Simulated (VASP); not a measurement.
# MoH4: single point with PBE

The system is MoH4.

```
H Mo
1.0
     3.83100    0.00000    0.00000
     0.00000    3.83100    0.00000
     0.00000    0.00000    5.41785
H Mo
4 1
Cartesian
  1.9155 0.0000 1.3545
  0.0000 1.9155 4.0634
  1.9155 0.0000 4.0634
  0.0000 1.9155 1.3545
  0.0000 0.0000 0.0000
```

```json
{"Program": "VASP 6.6.1", "Task": "single point", "Functional": "PBE", "Potentials or basis": "VASP PAW PBE potentials, release 64 (H, Mo_sv)", "Cutoff": "520 eV", "k mesh": "4 × 4 × 4", "Occupations": "gaussian, width 0.1 eV", "Spin": "no spin polarisation", "Dipole correction": "no", "Further INCAR settings": "ALGO = Normal; EDIFF = 1e-06; NBANDS = 17"}
```

```yaml
Pressure: -21.6 GPa
Largest_force: 1.414 eV/Å
Band_gap_on_the_k_mesh: zero (band 9 reaches -1.11 eV, above the bottom of band 10 at -1.28 eV)
```

Forces on the atoms (eV/Å):
```
H    0.000  0.000 -1.414
H    0.000  0.000  1.414
H    0.000  0.000  1.414
H    0.000  0.000 -1.414
Mo   0.000  0.000  0.000
```

Stress tensor (GPa, compression positive):
```
-24.44   0.00   0.00
  0.00 -24.44   0.00
  0.00   0.00 -15.82
```

Levels at points of the mesh, in eV from the Fermi level:
```tsv
k point	band 7	band 8	band 9	band 10	band 11	band 12
(0.00, 0.00, 0.00)	-1.66	-0.48	0.12	0.12	0.51	1.93
(0.50, 0.00, 0.00)	-2.29	-0.26	-0.12	0.08	0.19	1.22
(0.50, 0.50, 0.00)	-1.72	-1.72	-0.74	0.10	0.74	3.52
(0.00, 0.00, 0.50)	-2.42	-0.19	0.09	0.09	0.51	1.29
(0.50, 0.00, 0.50)	-1.74	-1.13	0.02	0.08	0.17	1.33
(0.50, 0.50, 0.50)	-1.20	-1.20	-0.72	0.31	0.74	3.28
```

Wall time 21 s on 1 thread of AMD EPYC 7R43 64-Core Processor (Zen 3), with other jobs on the host, peak memory 0.14 GiB.

Caveat: the k points lie up to 0.41 Å⁻¹ apart; forces of over 1 eV/Å act on the atoms, so gaps and moduli don't describe the material at rest.
